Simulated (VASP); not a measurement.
Input of a VASP 6.6.1 run:

Contents of INCAR:

```
PREC = Accurate ; ENCUT = 600
EDIFF = 1E-8 ; ISMEAR = 0
SIGMA = 0.01 ; LREAL = F
LASPH = T ; NELM = 80
ALGO = Normal ; ISIF = 3
LWAVE = F ; LCHARG = F
GGA = PS ; NBANDS = 16
IBRION = 6 ; NFREE = 2
POTIM = 0.015 ; NSW = 1
```

File KPOINTS:

```
Automatic mesh
0
Gamma
  10 10 10
```

File POSCAR:

```
GaN
1.0
    0.0000000000      2.2302885187      2.2302885187
    2.2302885187      0.0000000000      2.2302885187
    2.2302885187      2.2302885187      0.0000000000
Ga N
1 1
Direct
    0.0000000000      0.0000000000      0.0000000000
    0.7500000000      0.7500000000      0.7500000000
```

Potentials or basis: VASP PAW PBE potentials, release 64 (Ga_d, N).

Command:

```sh
$ cat potpaw_PBE.64/Ga_d/POTCAR potpaw_PBE.64/N/POTCAR > POTCAR
$ mpirun -np 1 vasp_std > vasp.out
```

**Question.** Predict the elastic constants C11, C12, C44.

**Answer.** 283, 163, 157 GPa.

**Question.** Predict the Voigt bulk modulus.

**Answer.** 203 GPa.

**Question.** What does it give for the highest phonon frequency at Γ, LO-TO splitting left out?

**Answer.** 553 cm⁻¹.

Elastic tensor in Voigt notation (GPa, in the Cartesian axes of the cell as first typed):
```
283 163 163   0   0   0
163 283 163   0   0   0
163 163 283   0   0   0
  0   0   0 157   0   0
  0   0   0   0 157   0
  0   0   0   0   0 157
```

Caveat: the cell is under stress, which shifts elastic constants; the PAW data sets were made with another functional, which shifts forces and pressure a little.
